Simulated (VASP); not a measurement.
# BeTe3 in VASP: a series of runs

The runs below take BeTe3 through single point, with PBE.

Program: VASP 6.6.1. These are calculated values, not measurements. Logs are shortened: lines on timing, memory, paths and dates and some standing lists are left out, and cuts for length are marked.

**1. The cell of the first run**

The structure is tetragonal, space group P-4m2 (No. 115). The conventional cell has a = 3.835 Å, b = 3.835 Å, c = 16.209 Å, α = 90.00°, β = 90.00°, γ = 90.00°. Within 3.2 Å of Be (site symmetry 2mm) lie 4 Te at 2.41 to 2.42 Å. Within 3.2 Å of Te (site symmetry 2mm) lie 2 Be at 2.41 Å. Te (site symmetry -4m2) has 4 Be at 2.42 Å within 3.2 Å. Within 3.9 Å of Te (site symmetry 2mm) lie 8 Te at 2.98 to 3.83 Å. Te (site symmetry -4m2) has 8 Te at 2.98 to 3.83 Å within 3.9 Å.

**2. Single point, PBE**

INCAR

```
ALGO = Normal ; EDIFF = 1E-6
ENCUT = 520 ; GGA = PE
ISIF = 2 ; ISMEAR = 0
LASPH = True ; LCHARG = False
LREAL = False ; LWAVE = False
NBANDS = 30 ; NELM = 80
PREC = Accurate ; SIGMA = 0.2
```

KPOINTS

```
k-points
0
Gamma
  4 4 2
```

POSCAR

```
BeTe3
1.0
    3.8347355886      0.0000000000      0.0000000000
    0.0000000000      3.8347355886      0.0000000000
    0.0000000000      0.0000000000     16.2092604415
Be Te
2 6
Direct
    0.0000000000      0.5000000000      0.0909820806
    0.5000000000      0.0000000000      0.9090179194
    0.5000000000      0.5000000000      0.1809909966
    0.5000000000      0.5000000000      0.8190090034
    0.0000000000      0.0000000000      0.0000000000
    0.0000000000      0.5000000000      0.3594390593
    0.0000000000      0.0000000000      0.5000000000
    0.5000000000      0.0000000000      0.6405609407
```

Potentials or basis: VASP PAW PBE potentials, release 64 (Be, Te).

Command:

```sh
$ cat potpaw_PBE.64/Be/POTCAR potpaw_PBE.64/Te/POTCAR > POTCAR
$ mpirun -np 1 vasp_std > vasp.out
```

OUTCAR:

```text
EDIFF = 1E-6
   ENCUT = 520
   GGA = PE
   ISIF = 2
   ISMEAR = 0
   LASPH = True
   LREAL = False
   NELM = 80
   PREC = Accurate

 ion  position               nearest neighbor table
   1  0.000  0.500  0.091-   3 2.41   3 2.41   5 2.42   5 2.42
   2  0.500  0.000  0.909-   4 2.41   4 2.41   5 2.42   5 2.42
   3  0.500  0.500  0.181-   1 2.41   1 2.41   6 3.47   6 3.47
   4  0.500  0.500  0.819-   2 2.41   2 2.41   8 3.47   8 3.47
   5  0.000  0.000  0.000-   1 2.42   2 2.42   1 2.42   2 2.42
   6  0.000  0.500  0.359-   7 2.98   7 2.98   3 3.47   3 3.47
   7  0.000  0.000  0.500-   6 2.98   8 2.98   6 2.98   8 2.98
   8  0.500  0.000  0.641-   7 2.98   7 2.98   4 3.47   4 3.47

  LATTYP: Found a simple tetragonal cell.
 ALAT       =     3.8347355886
 C/A-ratio  =     4.2269564790

  Lattice vectors:

 A1 = (   3.8347355886,   0.0000000000,   0.0000000000)
 A2 = (   0.0000000000,   3.8347355886,   0.0000000000)
 A3 = (   0.0000000000,   0.0000000000,  16.2092604415)

Analysis of symmetry for initial positions (statically):
=====================================================================
 Subroutine PRICEL returns:
 Original cell was already a primitive cell.

 Routine SETGRP: Setting up the symmetry group for a
 simple tetragonal supercell.

 Subroutine GETGRP returns: Found  8 space group operations
 (whereof  8 operations were pure point group operations)
 out of a pool of 16 trial point group operations.

The static configuration has the point symmetry D_2d.

Analysis of symmetry for dynamics (positions and initial velocities):
=====================================================================
 Subroutine PRICEL returns:
 Original cell was already a primitive cell.

 Routine SETGRP: Setting up the symmetry group for a
 simple tetragonal supercell.

 Subroutine GETGRP returns: Found  8 space group operations
 (whereof  8 operations were pure point group operations)
 out of a pool of 16 trial point group operations.

The dynamic configuration has the point symmetry D_2d.

 Subroutine INISYM returns: Found  8 space group operations
 (whereof  8 operations are pure point group operations),
 and found     1 'primitive' translations

----------------------------------------------------------------------------------------

                                     Primitive cell

  volume of cell :     238.3604

  direct lattice vectors                    reciprocal lattice vectors
     3.834735589  0.000000000  0.000000000     0.260774173  0.000000000  0.000000000
     0.000000000  3.834735589  0.000000000     0.000000000  0.260774173  0.000000000
     0.000000000  0.000000000 16.209260441     0.000000000  0.000000000  0.061693129

  length of vectors
     3.834735589  3.834735589 16.209260441     0.260774173  0.260774173  0.061693129

  position of ions in fractional coordinates (direct lattice)
     0.000000000  0.500000000  0.090982081
     0.500000000  0.000000000  0.909017919
     0.500000000  0.500000000  0.180990997
     0.500000000  0.500000000  0.819009003
     0.000000000  0.000000000  0.000000000
     0.000000000  0.500000000  0.359439059
     0.000000000  0.000000000  0.500000000
     0.500000000  0.000000000  0.640560941

  ion indices of the primitive-cell ions
   primitive index   ion index
                 1           1
                 2           2
                 3           3
                 4           4
                 5           5
                 6           6
                 7           7
                 8           8

----------------------------------------------------------------------------------------

 KPOINTS: k-points

Automatic generation of k-mesh.
 Grid dimensions read from file:
 generate k-points for:    4    4    2

 Generating k-lattice:

  Cartesian coordinates                     Fractional coordinates (reciprocal lattice)
     0.065193543  0.000000000  0.000000000     0.250000000  0.000000000  0.000000000
     0.000000000  0.065193543  0.000000000     0.000000000  0.250000000  0.000000000
     0.000000000  0.000000000  0.030846565     0.000000000  0.000000000  0.500000000

  Length of vectors
     0.065193543  0.065193543  0.030846565

  Shift w.r.t. Gamma in fractional coordinates (k-lattice)
     0.000000000  0.000000000  0.000000000

 Subroutine IBZKPT returns following result:
 ===========================================

 Found     12 irreducible k-points:

 Following reciprocal coordinates:
            Coordinates               Weight
  0.000000  0.000000  0.000000      1.000000
  0.250000  0.000000  0.000000      4.000000
  0.500000  0.000000  0.000000      2.000000
  0.250000  0.250000  0.000000      4.000000
  0.500000  0.250000  0.000000      4.000000
  0.500000  0.500000  0.000000      1.000000
  0.000000  0.000000  0.500000      1.000000
  0.250000  0.000000  0.500000      4.000000
  0.500000  0.000000  0.500000      2.000000
  0.250000  0.250000  0.500000      4.000000
[... 109 lines left out ...]
     29      10.1927      0.00000
     30      10.3831      0.00000

 k-point     4 :       0.2500    0.2500    0.0000
  band No.  band energies     occupation
      1      -7.8392      2.00000
      2      -6.5074      2.00000
      3      -6.4754      2.00000
      4      -5.6144      2.00000
      5      -5.5950      2.00000
      6      -4.8107      2.00000
[... 22 lines left out ...]
     29      10.4725      0.00000
     30      10.5294      0.00000

 k-point     5 :       0.5000    0.2500    0.0000
  band No.  band energies     occupation
      1      -7.2657      2.00000
      2      -6.1384      2.00000
      3      -5.9328      2.00000
      4      -5.3402      2.00000
      5      -5.2990      2.00000
      6      -5.2607      2.00000
[... 22 lines left out ...]
     29      10.0102      0.00000
     30      10.2634      0.00000

 k-point     6 :       0.5000    0.5000    0.0000
  band No.  band energies     occupation
      1      -6.4036      2.00000
      2      -5.7270      2.00000
      3      -5.7270      2.00000
      4      -5.5591      2.00000
      5      -5.0635      2.00000
      6      -5.0477      2.00000
[... 22 lines left out ...]
     29       9.3099      0.00000
     30       9.7800      0.00000

 k-point     7 :       0.0000    0.0000    0.5000
  band No.  band energies     occupation
      1      -8.6144      2.00000
      2      -7.3410      2.00000
      3      -6.9156      2.00000
      4      -6.4344      2.00000
      5      -5.6865      2.00000
      6      -4.8090      2.00000
[... 22 lines left out ...]
     29       9.1808      0.00000
     30       9.8551      0.00000

 k-point     8 :       0.2500    0.0000    0.5000
  band No.  band energies     occupation
      1      -8.2391      2.00000
      2      -6.9610      2.00000
      3      -6.6288      2.00000
      4      -6.1191      2.00000
      5      -5.5509      2.00000
      6      -4.8280      2.00000
[... 22 lines left out ...]
     29      10.0126      0.00000
     30      10.3741      0.00000

 k-point     9 :       0.5000    0.0000    0.5000
  band No.  band energies     occupation
      1      -7.7290      2.00000
      2      -6.4581      2.00000
      3      -6.2354      2.00000
      4      -5.5857      2.00000
      5      -5.5281      2.00000
      6      -5.2242      2.00000
[... 22 lines left out ...]
     29      10.1019      0.00000
     30      10.1915      0.00000

 k-point    10 :       0.2500    0.2500    0.5000
  band No.  band energies     occupation
      1      -7.8389      2.00000
      2      -6.5951      2.00000
      3      -6.3340      2.00000
      4      -5.8458      2.00000
      5      -5.3867      2.00000
      6      -4.8422      2.00000
[... 22 lines left out ...]
     29      10.3108      0.00000
     30      10.6412      0.00000

 k-point    11 :       0.5000    0.2500    0.5000
  band No.  band energies     occupation
      1      -7.2657      2.00000
      2      -6.1384      2.00000
      3      -5.9328      2.00000
      4      -5.3420      2.00000
      5      -5.2972      2.00000
      6      -5.2606      2.00000
[... 22 lines left out ...]
     29       9.6562      0.00000
     30      10.1634      0.00000

 k-point    12 :       0.5000    0.5000    0.5000
  band No.  band energies     occupation
      1      -6.4036      2.00000
      2      -5.7270      2.00000
      3      -5.7270      2.00000
      4      -5.5591      2.00000
      5      -5.0635      2.00000
      6      -5.0477      2.00000
[... 22 lines left out ...]
     29       8.8313      0.00000
     30       9.1586      0.00000

------------------------ aborting loop because EDIFF is reached ----------------------------------------

  FORCE on cell =-STRESS in cart. coord.  units (eV):
  Direction    XX          YY          ZZ          XY          YZ          ZX
  --------------------------------------------------------------------------------------
  -------------------------------------------------------------------------------------
  Total        0.2487071      0.2487071      0.6519766      0.0000000     -0.0000000      0.0000000
  in kB        1.6717243      1.6717243      4.3823652      0.0000000     -0.0000000      0.0000000
  external PRESSURE =       2.5752712 kB  Pullay stress =       0.0000000 kB

 VOLUME and BASIS-vectors are now :
 -----------------------------------------------------------------------------
  energy-cutoff  :      520.00
  volume of cell :      238.36
      direct lattice vectors                 reciprocal lattice vectors
     3.834735589  0.000000000  0.000000000     0.260774173  0.000000000  0.000000000
     0.000000000  3.834735589  0.000000000     0.000000000  0.260774173  0.000000000
     0.000000000  0.000000000 16.209260441     0.000000000  0.000000000  0.061693129

 POSITION                                       TOTAL-FORCE (eV/Angst)
 -----------------------------------------------------------------------------------
      0.00000      1.91737      1.47475        -0.000000      0.000000     -0.007680
      1.91737      0.00000     14.73451        -0.000000      0.000000      0.007680
      1.91737      1.91737      2.93373        -0.000000      0.000000      0.021913
      1.91737      1.91737     13.27553        -0.000000     -0.000000     -0.021913
      0.00000      0.00000      0.00000         0.000000      0.000000     -0.000000
      0.00000      1.91737      5.82624        -0.000000      0.000000     -0.026504
      0.00000      0.00000      8.10463        -0.000000      0.000000     -0.000000
      1.91737      0.00000     10.38302        -0.000000      0.000000      0.026504
 -----------------------------------------------------------------------------------
    total drift:                               -0.000000     -0.000000     -0.000000

  FREE ENERGIE OF THE ION-ELECTRON SYSTEM (eV)
  ---------------------------------------------------
  free  energy   TOTEN  =       -25.9300479632 eV

  energy  without entropy=      -25.8289173956  energy(sigma->0) =      -25.87948268
```

It took 92 s on 1 thread of Intel Xeon 6975P-C (Granite Rapids), shared host; peak memory 0.35 GiB.

What came out:

| Item | Value |
| --- | --- |
| Free energy | -25.9300 eV |
| Pressure | 0.3 GPa |
| Largest force | 0.027 eV/Å |
| Band gap on the k mesh | zero (bands 20 and 21 overlap by 1.95 eV) |

Forces in eV/Å, atoms in the order of the input:
```
Be   0.000  0.000 -0.008
Be   0.000  0.000  0.008
Te   0.000  0.000  0.022
Te   0.000  0.000 -0.022
Te   0.000  0.000  0.000
Te   0.000  0.000 -0.027
Te   0.000  0.000  0.000
Te   0.000  0.000  0.027
```

Stress tensor (GPa, compression positive):
```
0.17 0.00 0.00
0.00 0.17 0.00
0.00 0.00 0.44
```

Levels at points of the mesh, in eV from the Fermi level:
| k point | band 17 | band 18 | band 19 | band 20 | band 21 | band 22 |
| --- | --- | --- | --- | --- | --- | --- |
| (0.00, 0.00, 0.00) | -0.11 | -0.11 | 0.03 | 0.57 | 0.57 | 1.41 |
| (0.50, 0.00, 0.00) | -0.81 | -0.77 | -0.70 | 0.44 | 0.82 | 0.96 |
| (0.50, 0.50, 0.00) | -2.12 | -2.03 | -2.03 | -1.51 | -1.01 | 0.12 |
| (0.00, 0.00, 0.50) | -0.29 | -0.29 | 0.66 | 0.77 | 0.77 | 1.24 |
| (0.50, 0.00, 0.50) | -1.42 | -0.81 | -0.77 | 0.44 | 0.96 | 1.09 |
| (0.50, 0.50, 0.50) | -2.11 | -2.01 | -2.01 | -1.34 | -1.18 | 0.10 |

Caveat: the k points lie up to 0.41 Å⁻¹ apart, too coarse for converged energies and pressures of a metal; spin-orbit coupling is left out, which moves the levels of the heavy elements.

**3. Single point, PBE**

This run uses another cell than the first one, of 30.44 Å³/atom.

INCAR

```
SYSTEM = BeTe3
  PREC = Accurate
  ENCUT = 520
  EDIFF = 1E-6
  ISMEAR = 0
  SIGMA = 0.1
  LREAL = .FALSE.
  LASPH = .TRUE.
  NELM = 60
  ALGO = Normal
  ISIF = 2
  LWAVE = .FALSE.
  LCHARG = .FALSE.
  GGA = PE
  NBANDS = 30
```

KPOINTS

```
regular mesh
0
G
  8 8 2
  0 0 0
```

POSCAR

```
BeTe3
1.0
    3.8552293444      0.0000000000      0.0000000000
    0.0000000000      3.8552293444      0.0000000000
    0.0000000000      0.0000000000     16.3855439840
Be Te
2 6
Direct
    0.0000000000      0.5000000000      0.0902029911
    0.5000000000      0.0000000000      0.9097970089
    0.5000000000      0.5000000000      0.1781227253
    0.5000000000      0.5000000000      0.8218772747
    0.0000000000      0.0000000000      0.0000000000
    0.0000000000      0.5000000000      0.3631514812
    0.0000000000      0.0000000000      0.5000000000
    0.5000000000      0.0000000000      0.6368485188
```

Potentials or basis: VASP PAW PBE potentials, release 64 (Be, Te).

Command:

```sh
$ cat potpaw_PBE.64/Be/POTCAR potpaw_PBE.64/Te/POTCAR > POTCAR
$ mpirun -np 1 vasp_std > vasp.out
```

It took 3.5 min on 1 thread of Intel Xeon 6975P-C (Granite Rapids), shared host; peak memory 0.43 GiB.

Results (log left out):

```
Free energy            : -25.8976 eV
Pressure               : 0.0 GPa
Largest force          : 0.017 eV/Å
Band gap on the k mesh : zero (bands 20 and 21 overlap by 1.96 eV)
```

Forces on the atoms (eV/Å):
```
Be   0.000  0.000 -0.010
Be   0.000  0.000  0.010
Te   0.000  0.000  0.017
Te   0.000  0.000 -0.017
Te   0.000  0.000  0.000
Te   0.000  0.000 -0.013
Te   0.000  0.000  0.000
Te   0.000  0.000  0.013
```

Levels at points of the mesh, in eV from the Fermi level:
| k point | band 17 | band 18 | band 19 | band 20 | band 21 | band 22 | band 23 | band 24 |
| --- | --- | --- | --- | --- | --- | --- | --- | --- |
| (0.00, 0.00, 0.00) | -0.13 | -0.13 | -0.07 | 0.61 | 0.61 | 1.26 | 1.57 | 1.57 |
| (0.50, 0.00, 0.00) | -0.76 | -0.72 | -0.71 | 0.45 | 0.82 | 0.90 | 1.22 | 1.31 |
| (0.50, 0.50, 0.00) | -2.00 | -2.00 | -2.00 | -1.55 | -1.05 | 0.18 | 0.18 | 1.31 |
| (0.00, 0.00, 0.50) | -0.26 | -0.26 | 0.56 | 0.74 | 0.74 | 1.10 | 1.50 | 1.50 |
| (0.50, 0.00, 0.50) | -1.35 | -0.76 | -0.72 | 0.45 | 0.90 | 1.05 | 1.31 | 1.32 |
| (0.50, 0.50, 0.50) | -1.99 | -1.99 | -1.99 | -1.38 | -1.22 | 0.16 | 0.16 | 1.27 |

Caveat: spin-orbit coupling is left out, which moves the levels of the heavy elements; this functional lacks dispersion, which binds layers or chains, so the pressure and a relaxed spacing across them are unreliable.

**4. Single point, PBE**

This run uses another cell than the first one: it holds 4 atoms, not 8.

INCAR

```
SYSTEM = BeTe3
PREC     = Accurate       ! precision mode
ENCUT    = 520            ! plane-wave cutoff, eV
EDIFF    = 1E-6           ! SCF threshold, eV
ISMEAR   = 0              ! smearing method
SIGMA    = 0.1            ! smearing width, eV
LREAL    = .FALSE.        ! projectors in reciprocal space
LASPH    = .TRUE.         ! aspherical terms in the spheres
NELM     = 80             ! most SCF steps
ALGO     = Normal         ! electronic algorithm
ISIF     = 2              ! what is computed and relaxed
LWAVE    = .FALSE.        ! write WAVECAR
LCHARG   = .FALSE.        ! write CHGCAR
GGA      = PE             ! functional
NBANDS   = 18             ! bands
```

KPOINTS

```
regular mesh
0
G
  10 10 6
  0 0 0
```

POSCAR

```
BeTe3
1.0
    2.7654546263     -2.7635583571     -0.0056161312
    2.7654546263      2.7635583571     -0.0056161312
   -0.0323295398      0.0000000000      7.7649857513
Be Te
1 3
Direct
    0.0240517546      0.9759482454      0.0000000000
    0.5258035249      0.9744901138      0.1818408750
    0.0255098862      0.4741964751      0.8181591250
    0.5246348343      0.4753651657      0.5000000000
```

Command:

```sh
$ cat potpaw_PBE.64/Be/POTCAR potpaw_PBE.64/Te/POTCAR > POTCAR
$ mpirun -np 1 vasp_std > vasp.out
```

Wall time 3.5 min (1 thread of Intel Xeon 6975P-C (Granite Rapids), shared host); peak memory 0.46 GiB.

It converged, with:

| Property | Result |
| --- | --- |
| Free energy | -12.9277 eV |
| Pressure | 0.0 GPa |
| Largest force | 0.020 eV/Å |
| Band gap on the k mesh | zero (bands 10 and 11 overlap by 2.03 eV) |

Forces in eV/Å, atoms in the order of the input:
```
Be   0.000 -0.008  0.000
Te  -0.004  0.005  0.019
Te   0.004  0.005 -0.019
Te   0.000 -0.001  0.000
```

Levels at points of the mesh, in eV from the Fermi level:
```
           k point  band 8  band 9  band 10  band 11  band 12  band 13
(0.00, 0.00, 0.00)   -0.51   -0.51     0.53     0.53     1.88     2.48
(0.50, 0.00, 0.00)   -0.88   -0.84     0.10     0.13     1.23     3.72
(0.50, 0.50, 0.00)   -3.39   -2.94    -0.97    -0.97     1.72     2.55
(0.00, 0.00, 0.50)   -1.31   -0.29     0.50     1.38     1.38     2.65
(0.50, 0.00, 0.50)   -1.25   -1.06    -0.86     1.16     1.97     3.88
(0.50, 0.50, 0.50)   -3.46   -1.47    -0.47    -0.47     0.02     3.23
```

Caveat: spin-orbit coupling is left out, which moves the levels of the heavy elements.

**5. Overview**

```tsv
cell	k mesh	smearing	gap on the mesh (eV)	pressure (GPa)	largest force (eV/Å)
a = 3.835, b = 3.835, c = 16.209 Å, 8 atoms, atomic positions A	4 × 4 × 2	gaussian 0.2 eV	none	0.3	0.03
a = 3.855, b = 3.855, c = 16.386 Å, 8 atoms, atomic positions B	8 × 8 × 2	gaussian 0.1 eV	none	0.0	0.02
a = 3.910, b = 3.910, c = 7.765 Å, angles 90.3, 90.3, 90.0°, 4 atoms, atomic positions C	10 × 10 × 6	gaussian 0.1 eV	none	0.0	0.02
```

Alike in all rows: task single point; level PBE; potentials or basis VASP PAW PBE potentials, release 64 (Be, Te); no spin polarisation; cutoff (eV) 520.

Caveats: some runs use coarse meshes; spin-orbit coupling is left out, which moves the levels of the heavy elements; this functional lacks dispersion, which binds layers or chains, so the pressure and a relaxed spacing across them are unreliable (at least some runs).

Absolute energies hang on the potentials; compare differences alone.
